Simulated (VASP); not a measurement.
# Na (P6_3/mmc) in VASP: a series of runs

Na is run at these levels: PBE; tasks: single point, relaxation of cell and atoms.

All numbers are computed with VASP 6.6.1; they aren't measurements. Logs are shortened: lines on timing, memory, paths and dates and some standing lists are left out, and cuts for length are marked.

### Step 1. The cell of the first run

The structure is hexagonal, space group P6_3/mmc (No. 194). The conventional cell has a = 2.965 Å, b = 2.965 Å, c = 4.834 Å, α = 90.00°, β = 90.00°, γ = 120.00°. Within 3.9 Å of Na (site symmetry -6m2) lie 12 Na at 2.96 to 2.97 Å.

This isn't the form of Na at room conditions, which is bcc.

### Step 2. Single point, PBE

File INCAR:

```
SYSTEM = Na
PREC = Accurate
ENCUT = 500
EDIFF = 1E-6
ISMEAR = -1
SIGMA = 0.1
LREAL = .FALSE.
LASPH = .TRUE.
NELM = 120
ALGO = Normal
ISIF = 2
LWAVE = .FALSE.
LCHARG = .FALSE.
GGA = PE
NBANDS = 14
GGA_COMPAT = .FALSE.
```

File KPOINTS:

```
regular mesh
0
G
  15 15 8
  0 0 0
```

File POSCAR:

```
Na
1.0
    2.9653127811      0.0000000000      0.0000000000
   -1.4826563906      2.5680361986      0.0000000000
    0.0000000000      0.0000000000      4.8335277753
Na
2
Direct
    0.3333333333      0.6666666667      0.2500000000
    0.6666666667      0.3333333333      0.7500000000
```

Potentials or basis: VASP PAW PBE potentials, release 64 (Na_pv).

On the command line:

```console
cat potpaw_PBE.64/Na_pv/POTCAR > POTCAR
mpirun -np 1 vasp_std > vasp.out
```

OUTCAR:

```text
SYSTEM = Na
   PREC = Accurate
   ENCUT = 500
   EDIFF = 1E-6
   ISMEAR = -1
   LREAL = .FALSE.
   LASPH = .TRUE.
   NELM = 120
   ISIF = 2
   GGA = PE

 ion  position               nearest neighbor table
   1  0.333  0.667  0.250-
   2  0.667  0.333  0.750-

  LATTYP: Found a hexagonal cell.
 ALAT       =     2.9653127811
 C/A-ratio  =     1.6300229123

  Lattice vectors:

 A1 = (   2.9653127811,   0.0000000000,   0.0000000000)
 A2 = (  -1.4826563906,   2.5680361986,   0.0000000000)
 A3 = (   0.0000000000,   0.0000000000,   4.8335277753)

Analysis of symmetry for initial positions (statically):
=====================================================================
 Subroutine PRICEL returns:
 Original cell was already a primitive cell.

 Routine SETGRP: Setting up the symmetry group for a
 hexagonal supercell.

 Subroutine GETGRP returns: Found 24 space group operations
 (whereof 12 operations were pure point group operations)
 out of a pool of 24 trial point group operations.

The static configuration has the point symmetry D_3d.
 The point group associated with its full space group is D_6h.

Analysis of symmetry for dynamics (positions and initial velocities):
=====================================================================
 Subroutine PRICEL returns:
 Original cell was already a primitive cell.

 Routine SETGRP: Setting up the symmetry group for a
 hexagonal supercell.

 Subroutine GETGRP returns: Found 24 space group operations
 (whereof 12 operations were pure point group operations)
 out of a pool of 24 trial point group operations.

The dynamic configuration has the point symmetry D_3d.
 The point group associated with its full space group is D_6h.

 Subroutine INISYM returns: Found 24 space group operations
 (whereof 12 operations are pure point group operations),
 and found     1 'primitive' translations

----------------------------------------------------------------------------------------

                                     Primitive cell

  volume of cell :      36.8075

  direct lattice vectors                    reciprocal lattice vectors
     2.965312781  0.000000000  0.000000000     0.337232553  0.194701305  0.000000000
    -1.482656391  2.568036199  0.000000000     0.000000000  0.389402611  0.000000000
     0.000000000  0.000000000  4.833527775     0.000000000  0.000000000  0.206888229

  length of vectors
     2.965312781  2.965312781  4.833527775     0.389402611  0.389402611  0.206888229

  position of ions in fractional coordinates (direct lattice)
     0.333333333  0.666666667  0.250000000
     0.666666667  0.333333333  0.750000000

  ion indices of the primitive-cell ions
   primitive index   ion index
                 1           1
                 2           2

----------------------------------------------------------------------------------------

 KPOINTS: regular mesh

Automatic generation of k-mesh.
 Grid dimensions read from file:
 generate k-points for:   15   15    8

 Generating k-lattice:

  Cartesian coordinates                     Fractional coordinates (reciprocal lattice)
     0.022482170  0.012980087  0.000000000     0.066666667  0.000000000  0.000000000
     0.000000000  0.025960174  0.000000000     0.000000000  0.066666667  0.000000000
     0.000000000  0.000000000  0.025861029     0.000000000  0.000000000  0.125000000

  Length of vectors
     0.025960174  0.025960174  0.025861029

  Shift w.r.t. Gamma in fractional coordinates (k-lattice)
     0.000000000  0.000000000  0.000000000

 Subroutine IBZKPT returns following result:
 ===========================================

 Found    135 irreducible k-points:

 Following reciprocal coordinates:
            Coordinates               Weight
  0.000000  0.000000  0.000000      1.000000
  0.066667 -0.000000  0.000000      6.000000
  0.133333 -0.000000  0.000000      6.000000
  0.200000 -0.000000  0.000000      6.000000
  0.266667 -0.000000  0.000000      6.000000
  0.333333 -0.000000  0.000000      6.000000
[... 16 lines left out ...]
  0.333333  0.200000  0.000000     12.000000
  0.400000  0.200000  0.000000      6.000000
 [... further k-points ...]
   k-points           NKPTS =    135   k-points in BZ     NKDIM =    135   number of bands    NBANDS=     14
   number of dos      NEDOS =    301   number of ions     NIONS =      2
   total plane-waves  NPLWV =  20736
   dimension x,y,z NGX =    24 NGY =   24 NGZ =   36
   dimension x,y,z NGXF=    48 NGYF=   48 NGZF=   72
   ions per type =               2
   NGX,Y,Z   is equivalent  to a cutoff of  13.46, 13.46, 12.38 a.u.
   NGXF,Y,Z  is equivalent  to a cutoff of  26.91, 26.91, 24.76 a.u.
 SYSTEM =  Na
   PREC   = accura    normal or accurate (medium, high low for compatibility)
   ISTART =      0    job   : 0-new  1-cont  2-samecut
   ICHARG =      2    charge: 1-file 2-atom 10-const
   ISPIN  =      1    spin polarized calculation?
   LNONCOLLINEAR =      F non collinear calculations
   LSORBIT =      F    spin-orbit coupling
   LASPH  =      T    aspherical Exc in radial PAW
   ENCUT  =  500.0 eV  36.75 Ry    6.06 a.u.   5.41  5.41  8.81*2*pi/ulx,y,z
   NELM   =    120;   NELMIN=  2; NELMDL= -5     # of ELM steps
   EDIFF  = 0.1E-05   stopping-criterion for ELM
   LREAL  =      F    real-space projection
   EDIFFG = 0.1E-04   stopping-criterion for IOM
   NSW    =      0    number of steps for IOM
   IBRION =     -1    ionic relax: 0-MD 1-quasi-New 2-CG
   NFREE  =      0    steps in history (QN), initial steepest desc. (CG)
   ISIF   =      2    stress and relaxation
   ISYM   =      2    0-nonsym 1-usesym 2-fastsym
   POTIM  = 0.5000    time-step for ionic-motion
   TEBEG  =    0.0;   TEEND  =   0.0 temperature during run
   PSTRESS=    0.0 pullay stress
   NELECT =      14.0000    total number of electrons
   NUPDOWN=      -1.0000    fix difference up-down
   EMIN   =  10.00;   EMAX   =-10.00  energy-range for DOS
   EFERMI =   0.00;   METHOD = LEGACY
   ISMEAR =    -1;   SIGMA  =   0.10  broadening in eV -4-tet -1-fermi 0-gaus
   EFERMI_NEDOS =   21; number of points for ismear=-14 and -15
   IALGO  =     38    algorithm
   IMIX   =      4    mixing-type and parameters
     AMIX     =   0.40;   BMIX     =  1.00
     AMIX_MAG =   1.60;   BMIX_MAG =  1.00
  volume/ion in A,a.u.               =      18.40       124.19
  Fermi-wavevector in a.u.,A,eV,Ry     =   1.186148  2.241495 19.142678  1.406947
  Thomas-Fermi vector in A             =   2.322327
   LORBIT       =      0    0 simple, 1 ext, 2 COOP (PROOUT), +10 PAW based schemes
   GGA     = PE    functional components
   LHFCALC =     F    Hartree Fock is set to
   AEXX    =    0.0000 exact exchange contribution
   IVDW    =     0    specifies the selected vdW correction
   LEPSILON=     F    determine dielectric tensor
   LRPA    =     F    only Hartree local field effects (RPA)
 non-spin polarized calculation
  energy-cutoff  :      500.00
  volume of cell :       36.81
 maximum number of plane-waves:       966
 NGX is ok and might be reduce to    24
   NGX = 11   NGY = 11   NGZ = 17

 number of electron      14.0000003 magnetization

 Free energy of the ion-electron system (eV)
  ---------------------------------------------------
  ext. energy  EPLUGINS =         0.00000000
  ---------------------------------------------------
  free energy    TOTEN  =        -1.30593441 eV

  energy without entropy =       -1.28226980  energy(sigma->0) =       -1.29410211

 E-fermi :   3.4362     XC(G=0):  -8.6739

 val. band max:        3.4262710481   @ k =   0.0667   0.0667   0.1250
 cond. band min:       3.4481710979   @ k =   0.2667  -0.0000   0.2500
 fundamental gap:      0.0219000497
 Fermi energy:         3.4362467508

 k-point     1 :       0.0000    0.0000    0.0000
  band No.  band energies     occupation
      1     -21.8128      2.00000
      2     -21.5126      2.00000
      3     -21.5126      2.00000
      4     -21.4729      2.00000
      5     -21.4728      2.00000
      6     -21.4728      2.00000
      7      -1.7192      2.00000
      8       4.1221      0.00210
      9       5.1520      0.00000
     10      17.8163      0.00000
     11      17.8163      0.00000
     12      18.4338      0.00000
     13      19.2951      0.00000
     14      19.2951      0.00000

 k-point     2 :       0.0667   -0.0000    0.0000
  band No.  band energies     occupation
      1     -21.8075      2.00000
      2     -21.5236      2.00000
      3     -21.5160      2.00000
      4     -21.4846      2.00000
      5     -21.4744      2.00000
      6     -21.4743      2.00000
      7      -1.6088      2.00000
      8       4.2003      0.00096
      9       5.2535      0.00000
     10      16.0898      0.00000
     11      17.4257      0.00000
     12      18.1987      0.00000
     13      19.5524      0.00000
     14      19.7528      0.00000

 k-point     3 :       0.1333   -0.0000    0.0000
  band No.  band energies     occupation
      1     -21.7920      2.00000
      2     -21.5549      2.00000
      3     -21.5254      2.00000
      4     -21.5169      2.00000
      5     -21.4792      2.00000
      6     -21.4785      2.00000
      7      -1.2805      2.00000
      8       4.4357      0.00009
      9       5.5509      0.00000
     10      13.9710      0.00000
     11      16.7439      0.00000
     12      16.7819      0.00000
     13      18.7305      0.00000
     14      20.0236      0.00000
[... 324 lines left out ...]
 k-point    23 :       0.3333    0.2000    0.0000
  band No.  band energies     occupation
      1     -21.7402      2.00000
      2     -21.6904      2.00000
      3     -21.6414      2.00000
      4     -21.6242      2.00000
      5     -21.5640      2.00000
      6     -21.5532      2.00000
      7       3.1919      1.84016
      8       5.8847      0.00000
      9       8.0425      0.00000
     10       8.0689      0.00000
     11      10.7981      0.00000
     12      10.8362      0.00000
     13      13.4499      0.00000
     14      14.6325      0.00000

 k-point    24 :       0.4000    0.2000    0.0000
  band No.  band energies     occupation
      1     -21.7478      2.00000
      2     -21.6898      2.00000
      3     -21.6343      2.00000
      4     -21.6287      2.00000
      5     -21.5682      2.00000
      6     -21.5628      2.00000
      7       4.1829      0.00114
      8       4.8003      0.00000
      9       8.0559      0.00000
     10       8.8732      0.00000
     11       9.8409      0.00000
     12      10.9699      0.00000
     13      13.3619      0.00000
     14      14.2441      0.00000

 [... further k-points ...]
[... 5 lines left out ...]
  --------------------------------------------------------------------------------------
  -------------------------------------------------------------------------------------
  Total        4.5673922      4.5673922      4.5697932     -0.0000000     -0.0000000      0.0000000
  in kB      198.8121929    198.8121929    198.9167070     -0.0000000     -0.0000000      0.0000000
  external PRESSURE =     198.8470309 kB  Pullay stress =       0.0000000 kB

 VOLUME and BASIS-vectors are now :
 -----------------------------------------------------------------------------
  energy-cutoff  :      500.00
  volume of cell :       36.81
      direct lattice vectors                 reciprocal lattice vectors
     2.965312781  0.000000000  0.000000000     0.337232553  0.194701305  0.000000000
    -1.482656391  2.568036199  0.000000000     0.000000000  0.389402611  0.000000000
     0.000000000  0.000000000  4.833527775     0.000000000  0.000000000  0.206888229

 POSITION                                       TOTAL-FORCE (eV/Angst)
 -----------------------------------------------------------------------------------
     -0.00000      1.71202      1.20838        -0.000000      0.000000      0.000000
      1.48266      0.85601      3.62515         0.000000      0.000000      0.000000
 -----------------------------------------------------------------------------------
    total drift:                               -0.000000      0.000000      0.000000

  FREE ENERGIE OF THE ION-ELECTRON SYSTEM (eV)
  ---------------------------------------------------
  free  energy   TOTEN  =        -1.3059344144 eV

  energy  without entropy=       -1.2822697976  energy(sigma->0) =       -1.29410211
```

Wall time 47 s (1 thread of Oxide Virtual Turin-like, shared host); peak memory 0.15 GiB.

What came out:

```
Free energy            : -1.3059 eV
Pressure               : 19.9 GPa
Band gap on the k mesh : zero (bands 7 and 8 overlap by 6.30 eV)
```

Caveat: the cell stands under pressure.

[end of part 1 of 2]

The gap in the log of VASP goes by the Fermi energy; the results here count the filled bands.